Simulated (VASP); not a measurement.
Crystal: BaS (rocksalt type).

```
Ba S
1.0
     0.00000    2.93849    2.93849
     2.93849    0.00000    2.93849
     2.93849    2.93849    0.00000
Ba S
1 1
Direct
  0.00000 0.00000 0.00000
  0.50000 0.50000 0.50000
```

| Property | Result |
| --- | --- |
| Program | VASP 6.6.1 |
| Task | relaxation of cell and atoms |
| Functional | PBE |
| Potentials or basis | VASP PAW PBE potentials, release 64 (Ba_sv, S) |
| Cutoff | 600 eV |
| k mesh | 12 × 12 × 12 |
| Occupations | fermi-dirac, width 0.05 eV |
| Spin | no spin polarisation |

At the start: pressure 21.9 GPa; volume 25.37 Å³/atom.

Where does the relaxation end?

Over 6 steps the energy falls by 437.9 meV/atom and the volume is 33.64 Å³/atom (+32.6 %); space group Fm-3m (No. 225, to 0.05 Å).

The path:
```csv
step,energy change (eV),largest force (eV/Å),pressure (GPa),volume (Å³)
1,0.0000,0.0000,21.95,50.75
2,-0.6248,0.0000,-5.03,80.79
3,-0.8757,0.0000,0.06,67.17
4,-0.8756,0.0000,-0.16,67.53
5,-0.8757,0.0000,0.03,67.23
6,-0.8757,0.0000,0.00,67.27
```

Final structure:
```
CELL_PARAMETERS angstrom
0.00000 3.22802 3.22802
3.22802 0.00000 3.22802
3.22802 3.22802 0.00000
ATOMIC_POSITIONS crystal
Ba 0.00000 0.00000 0.00000
S 0.50000 0.50000 0.50000
```

Caveat: the volume moved by over 15 % at a fixed basis, so the end points are rough.
